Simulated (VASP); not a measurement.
# Al2O3 (R-3c) in VASP: a series of runs

Al2O3 is run at these levels: PBE; tasks: single point.

All numbers are computed with VASP 6.6.1; they aren't measurements. Logs are shortened: lines on timing, memory, paths and dates and some standing lists are left out, and cuts for length are marked.

### 1 The cell of the first run

It takes space group R-3c (No. 167, trigonal). The conventional cell has a = 4.980 Å, b = 4.980 Å, c = 12.883 Å, α = 90.00°, β = 90.00°, γ = 120.00°. Within 2.5 Å of Al (site symmetry 3) lie 6 O at 1.92 to 2.01 Å. O (site symmetry 2) has 4 Al at 1.92 to 2.01 Å within 2.5 Å.

### 2 Single point, PBE (9.22 Å³/atom)

INCAR reads:

```
PREC = Accurate
ENCUT = 520
EDIFF = 1E-7
ISMEAR = 0
SIGMA = 0.05
LREAL = False
LASPH = True
NELM = 100
ALGO = Normal
ISIF = 2
LWAVE = False
LCHARG = True
GGA = PE
LELF = True
LVHAR = True
NBANDS = 35
```

KPOINTS reads:

```
regular mesh
0
Gamma
  6 6 6
```

POSCAR reads:

```
Al2O3
1.0
    2.4900807438      1.4376487877      4.2943932507
   -2.4900807438      1.4376487877      4.2943932507
    0.0000000000     -2.8752975755      4.2943932507
Al O
4 6
Direct
    0.8521293568      0.8521293568      0.8521293568
    0.6478706432      0.6478706432      0.6478706432
    0.1478706432      0.1478706432      0.1478706432
    0.3521293568      0.3521293568      0.3521293568
    0.0561574040      0.4438425960      0.7500000000
    0.7500000000      0.0561574040      0.4438425960
    0.4438425960      0.7500000000      0.0561574040
    0.9438425960      0.5561574040      0.2500000000
    0.2500000000      0.9438425960      0.5561574040
    0.5561574040      0.2500000000      0.9438425960
```

Potentials or basis: VASP PAW PBE potentials, release 64 (Al, O).

Started as:

```sh
cat potpaw_PBE.64/Al/POTCAR potpaw_PBE.64/O/POTCAR > POTCAR
mpirun -np 1 vasp_std > vasp.out
```

OUTCAR:

```text
PREC = Accurate
   ENCUT = 520
   EDIFF = 1E-7
   ISMEAR = 0
   LREAL = False
   LASPH = True
   NELM = 100
   ISIF = 2
   GGA = PE

 ion  position               nearest neighbor table
   1  0.852  0.852  0.852-   9 1.92  10 1.92   8 1.92   7 2.01   5 2.01   6 2.01   2 2.63   3 2.92
                             3 2.92   3 2.92   2 3.32   2 3.32   2 3.32
   2  0.648  0.648  0.648-  10 1.92   9 1.92   8 1.92   6 2.01   5 2.01   7 2.01   1 2.63   4 2.92
                             4 2.92   4 2.92   1 3.32   1 3.32   1 3.32
   3  0.148  0.148  0.148-   6 1.92   7 1.92   5 1.92  10 2.01   8 2.01   9 2.01   4 2.63   1 2.92
                             1 2.92   1 2.92   4 3.32   4 3.32   4 3.32
   4  0.352  0.352  0.352-   7 1.92   6 1.92   5 1.92   9 2.01   8 2.01  10 2.01   3 2.63   2 2.92
                             2 2.92   2 2.92   3 3.32   3 3.32   3 3.32
   5  0.056  0.444  0.750-   3 1.92   4 1.92   1 2.01   2 2.01
   6  0.750  0.056  0.444-   3 1.92   4 1.92   2 2.01   1 2.01
   7  0.444  0.750  0.056-   4 1.92   3 1.92   1 2.01   2 2.01
   8  0.944  0.556  0.250-   1 1.92   2 1.92   3 2.01   4 2.01
   9  0.250  0.944  0.556-   1 1.92   2 1.92   4 2.01   3 2.01
  10  0.556  0.250  0.944-   2 1.92   1 1.92   3 2.01   4 2.01

  LATTYP: Found a trigonal (rhomboedric) cell.
 ALAT       =     5.1680895444
 COS(alpha) =     0.5357020184

  Lattice vectors:

 A1 = (   2.4900807438,   1.4376487877,   4.2943932507)
 A2 = (  -2.4900807438,   1.4376487877,   4.2943932507)
 A3 = (   0.0000000000,  -2.8752975755,   4.2943932507)

Analysis of symmetry for initial positions (statically):
=====================================================================
 Subroutine PRICEL returns:
 Original cell was already a primitive cell.

 Routine SETGRP: Setting up the symmetry group for a
 trigonal (rhombohedral) supercell.

 Subroutine GETGRP returns: Found 12 space group operations
 (whereof  6 operations were pure point group operations)
 out of a pool of 12 trial point group operations.

The static configuration has the point symmetry S_6 .
 The point group associated with its full space group is D_3d.

Analysis of symmetry for dynamics (positions and initial velocities):
=====================================================================
 Subroutine PRICEL returns:
 Original cell was already a primitive cell.

 Routine SETGRP: Setting up the symmetry group for a
 trigonal (rhombohedral) supercell.

 Subroutine GETGRP returns: Found 12 space group operations
 (whereof  6 operations were pure point group operations)
 out of a pool of 12 trial point group operations.

The dynamic configuration has the point symmetry S_6 .
 The point group associated with its full space group is D_3d.

 Subroutine INISYM returns: Found 12 space group operations
 (whereof  6 operations are pure point group operations),
 and found     1 'primitive' translations

----------------------------------------------------------------------------------------

                                     Primitive cell

  volume of cell :      92.2400

  direct lattice vectors                    reciprocal lattice vectors
     2.490080744  1.437648788  4.294393251     0.200796702  0.115930030  0.077620589
    -2.490080744  1.437648788  4.294393251    -0.200796702  0.115930030  0.077620589
     0.000000000 -2.875297575  4.294393251     0.000000000 -0.231860059  0.077620589

  length of vectors
     5.168089544  5.168089544  5.168089544     0.244507756  0.244507756  0.244507756

  position of ions in fractional coordinates (direct lattice)
     0.852129357  0.852129357  0.852129357
     0.647870643  0.647870643  0.647870643
     0.147870643  0.147870643  0.147870643
     0.352129357  0.352129357  0.352129357
     0.056157404  0.443842596  0.750000000
     0.750000000  0.056157404  0.443842596
     0.443842596  0.750000000  0.056157404
     0.943842596  0.556157404  0.250000000
     0.250000000  0.943842596  0.556157404
     0.556157404  0.250000000  0.943842596

  ion indices of the primitive-cell ions
   primitive index   ion index
                 1           1
                 2           2
                 3           3
                 4           4
                 5           5
                 6           6
                 7           7
                 8           8
                 9           9
                10          10

----------------------------------------------------------------------------------------

 KPOINTS: regular mesh

Automatic generation of k-mesh.
 Grid dimensions read from file:
 generate k-points for:    6    6    6

 Generating k-lattice:

  Cartesian coordinates                     Fractional coordinates (reciprocal lattice)
     0.033466117  0.019321672  0.012936765     0.166666667  0.000000000  0.000000000
    -0.033466117  0.019321672  0.012936765     0.000000000  0.166666667  0.000000000
     0.000000000 -0.038643343  0.012936765     0.000000000  0.000000000  0.166666667

  Length of vectors
     0.040751293  0.040751293  0.040751293

  Shift w.r.t. Gamma in fractional coordinates (k-lattice)
     0.000000000  0.000000000  0.000000000

 Subroutine IBZKPT returns following result:
 ===========================================

 Found     32 irreducible k-points:

 Following reciprocal coordinates:
            Coordinates               Weight
  0.000000  0.000000  0.000000      1.000000
  0.166667  0.000000 -0.000000      6.000000
  0.333333  0.000000 -0.000000      6.000000
  0.500000 -0.000000  0.000000      3.000000
  0.166667  0.166667 -0.000000      6.000000
  0.333333  0.166667 -0.000000     12.000000
[... 16 lines left out ...]
  0.500000  0.500000  0.166667      6.000000
 -0.333333  0.500000  0.166667     12.000000
 [... further k-points ...]
   k-points           NKPTS =     32   k-points in BZ     NKDIM =     32   number of bands    NBANDS=     35
   number of dos      NEDOS =    301   number of ions     NIONS =     10
   total plane-waves  NPLWV =  64000
   dimension x,y,z NGX =    40 NGY =   40 NGZ =   40
   dimension x,y,z NGXF=    80 NGYF=   80 NGZF=   80
   ions per type =               4   6
   NGX,Y,Z   is equivalent  to a cutoff of  12.87, 12.87, 12.87 a.u.
   NGXF,Y,Z  is equivalent  to a cutoff of  25.73, 25.73, 25.73 a.u.
 SYSTEM =  unknown system
   PREC   = accura    normal or accurate (medium, high low for compatibility)
   ISTART =      0    job   : 0-new  1-cont  2-samecut
   ICHARG =      2    charge: 1-file 2-atom 10-const
   ISPIN  =      1    spin polarized calculation?
   LNONCOLLINEAR =      F non collinear calculations
   LSORBIT =      F    spin-orbit coupling
   LASPH  =      T    aspherical Exc in radial PAW
   ENCUT  =  520.0 eV  38.22 Ry    6.18 a.u.   9.61  9.61  9.61*2*pi/ulx,y,z
   NELM   =    100;   NELMIN=  2; NELMDL= -5     # of ELM steps
   EDIFF  = 0.1E-06   stopping-criterion for ELM
   LREAL  =      F    real-space projection
   EDIFFG = 0.1E-05   stopping-criterion for IOM
   NSW    =      0    number of steps for IOM
   IBRION =     -1    ionic relax: 0-MD 1-quasi-New 2-CG
   NFREE  =      0    steps in history (QN), initial steepest desc. (CG)
   ISIF   =      2    stress and relaxation
   ISYM   =      2    0-nonsym 1-usesym 2-fastsym
   POTIM  = 0.5000    time-step for ionic-motion
   TEBEG  =    0.0;   TEEND  =   0.0 temperature during run
   PSTRESS=    0.0 pullay stress
   NELECT =      48.0000    total number of electrons
   NUPDOWN=      -1.0000    fix difference up-down
   EMIN   =  10.00;   EMAX   =-10.00  energy-range for DOS
   EFERMI =   0.00;   METHOD = LEGACY
   ISMEAR =     0;   SIGMA  =   0.05  broadening in eV -4-tet -1-fermi 0-gaus
   EFERMI_NEDOS =   21; number of points for ismear=-14 and -15
   IALGO  =     38    algorithm
   IMIX   =      4    mixing-type and parameters
     AMIX     =   0.40;   BMIX     =  1.00
     AMIX_MAG =   1.60;   BMIX_MAG =  1.00
  volume/ion in A,a.u.               =       9.22        62.25
  Fermi-wavevector in a.u.,A,eV,Ry     =   1.316787  2.488366 23.591517  1.733928
  Thomas-Fermi vector in A             =   2.446874
   LORBIT       =      0    0 simple, 1 ext, 2 COOP (PROOUT), +10 PAW based schemes
   GGA     = PE    functional components
   LHFCALC =     F    Hartree Fock is set to
   AEXX    =    0.0000 exact exchange contribution
   IVDW    =     0    specifies the selected vdW correction
   LEPSILON=     F    determine dielectric tensor
   LRPA    =     F    only Hartree local field effects (RPA)
 non-spin polarized calculation
 Gauss-broadening in eV      SIGMA  =   0.05
  energy-cutoff  :      520.00
  volume of cell :       92.24
 maximum number of plane-waves:      2529
 NGX is ok and might be reduce to    40
   NGX = 19   NGY = 19   NGZ = 19

 number of electron      47.9999998 magnetization

 Free energy of the ion-electron system (eV)
  ---------------------------------------------------
  ext. energy  EPLUGINS =         0.00000000
  ---------------------------------------------------
  free energy    TOTEN  =       -74.44016182 eV

  energy without entropy =      -74.44016182  energy(sigma->0) =      -74.44016182

 E-fermi :   5.8373     XC(G=0): -11.2950

 val. band max:        5.5497100356   @ k =   0.0000   0.0000   0.0000
 cond. band min:      10.3677057581   @ k =   0.0000   0.0000   0.0000
 fundamental gap:      4.8179957225
 Fermi energy:         5.8373071571

 k-point     1 :       0.0000    0.0000    0.0000
  band No.  band energies     occupation
      1     -13.3719      2.00000
      2     -11.1544      2.00000
      3     -11.1544      2.00000
      4     -11.1406      2.00000
      5     -10.8325      2.00000
      6     -10.8325      2.00000
[... 27 lines left out ...]
     34      17.2556      0.00000
     35      19.1772      0.00000
[... 843 lines left out ...]
      5     -10.9395      2.00000
      6     -10.7726      2.00000
[... 27 lines left out ...]
     34      17.9569      0.00000
     35      18.1183      0.00000

 [... further k-points ...]

------------------------ aborting loop because EDIFF is reached ----------------------------------------

  FORCE on cell =-STRESS in cart. coord.  units (eV):
  Direction    XX          YY          ZZ          XY          YZ          ZX
  --------------------------------------------------------------------------------------
  -------------------------------------------------------------------------------------
  Total      -10.2607665    -10.2607665      1.1221824      0.0000000     -0.0000000      0.0000000
  in kB     -178.2260135   -178.2260135     19.4919262      0.0000000     -0.0000000      0.0000000
  external PRESSURE =    -112.3200336 kB  Pullay stress =       0.0000000 kB

 VOLUME and BASIS-vectors are now :
 -----------------------------------------------------------------------------
  energy-cutoff  :      520.00
  volume of cell :       92.24
      direct lattice vectors                 reciprocal lattice vectors
     2.490080744  1.437648788  4.294393251     0.200796702  0.115930030  0.077620589
    -2.490080744  1.437648788  4.294393251    -0.200796702  0.115930030  0.077620589
     0.000000000 -2.875297575  4.294393251     0.000000000 -0.231860059  0.077620589

 POSITION                                       TOTAL-FORCE (eV/Angst)
 -----------------------------------------------------------------------------------
      0.00000     -0.00000     10.97814        -0.000000     -0.000000      0.348960
      0.00000     -0.00000      8.34663        -0.000000      0.000000     -0.348960
      0.00000     -0.00000      1.90504        -0.000000      0.000000     -0.348960
      0.00000     -0.00000      4.53655        -0.000000     -0.000000      0.348960
     -0.96537     -1.43765      5.36799        -0.170981     -0.000000     -0.000000
      1.72772     -0.11721      5.36799         0.085491     -0.148074     -0.000000
     -0.76236      1.55486      5.36799         0.085491      0.148074     -0.000000
      0.96537      1.43765      7.51519         0.170981     -0.000000     -0.000000
     -1.72772      0.11721      7.51519        -0.085491      0.148074     -0.000000
      0.76236     -1.55486      7.51519        -0.085491     -0.148074     -0.000000
 -----------------------------------------------------------------------------------
    total drift:                               -0.000000      0.000000     -0.000000

  FREE ENERGIE OF THE ION-ELECTRON SYSTEM (eV)
  ---------------------------------------------------
  free  energy   TOTEN  =       -74.4401618217 eV

  energy  without entropy=      -74.4401618217  energy(sigma->0) =      -74.44016182
```

It took 3.5 min on 1 thread of Intel Xeon 8259CL, shared host; peak memory 0.27 GiB.

What came out:

| Item | Value |
| --- | --- |
| Free energy | -74.4402 eV |
| Pressure | -11.2 GPa |
| Largest force | 0.349 eV/Å |
| Band gap on the k mesh | 4.82 eV |

Forces on the atoms (eV/Å):
```
Al   0.000  0.000  0.349
Al   0.000  0.000 -0.349
Al   0.000  0.000 -0.349
Al   0.000  0.000  0.349
O   -0.171  0.000  0.000
O    0.085 -0.148  0.000
O    0.085  0.148  0.000
O    0.171  0.000  0.000
O   -0.085  0.148  0.000
O   -0.085 -0.148  0.000
```

Stress tensor (GPa, compression positive):
```
-17.82   0.00   0.00
  0.00 -17.82   0.00
  0.00   0.00   1.95
```

Levels at points of the mesh, in eV from the valence-band top:
```csv
k point,band 21,band 22,band 23,band 24,band 25,band 26,band 27,band 28
"(0.00, 0.00, 0.00)",-0.67,-0.45,-0.45,0.00,4.82,7.85,9.56,10.13
"(0.50, 0.00, 0.00)",-1.02,-1.02,-0.41,-0.41,8.14,8.14,8.58,8.58
"(0.50, 0.50, 0.00)",-1.20,-1.19,-0.77,-0.39,8.46,8.46,8.57,9.33
"(0.50, 0.50, 0.50)",-0.76,-0.76,-0.76,-0.76,7.30,7.30,10.22,10.22
```

Caveat: the cell stands under tension. A hybrid or GW would open this gap; PBE tends to underestimate it.

[end of part 1 of 3]
